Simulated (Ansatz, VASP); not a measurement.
## One calculation of Ge3Pt, two programs

```xyz
4
Lattice="0.0000 3.1049 3.1049 3.1049 0.0000 3.1049 3.1049 3.1049 0.0000" Properties=species:S:1:pos:R:3 pbc="T T T"
Ge    1.5525    1.5525    1.5525
Ge    4.6574    4.6574    4.6574
Ge    3.1049    3.1049    3.1049
Pt    0.0000    0.0000    0.0000
```

Change from the starting cell: species swapped into the Tc3Ge type (Fm-3m, No. 225).

Alike in both runs: task relaxation of cell and atoms; functional PBE; k mesh 6 × 6 × 6; occupations gaussian, width 0.1 eV; no spin polarisation.

```csv
,VASP,Ansatz
version,VASP 6.6.1,Ansatz 0.2.0
potentials or method,"VASP PAW PBE potentials, release 64 (Ge_d, Pt), cutoff 600 eV","scalar-relativistic, plane waves, PAW"
valence electrons in the cell,52,60
```

|  | VASP | Ansatz | Ansatz less VASP |
| --- | --- | --- | --- |
| gap on the k mesh at the Fermi level, each at its own relaxed structure (eV) | none | none | - |
| relaxed volume (Å³/atom) | 17.63 | 17.59 | -0.032 |
| relaxed cell length with the largest relative difference (Å) | 4.637 | 4.634 | -0.0028 |

A gap of «none» marks a metal or a gap that the smearing closes. VASP's potentials hold 52 valence electrons a cell and Ansatz's 60, so a difference there can come from the potentials and not from the codes.

Spin-orbit coupling is off throughout. Noted on VASP's run: the volume moved by over 15 % at a fixed basis, so the end points are rough.
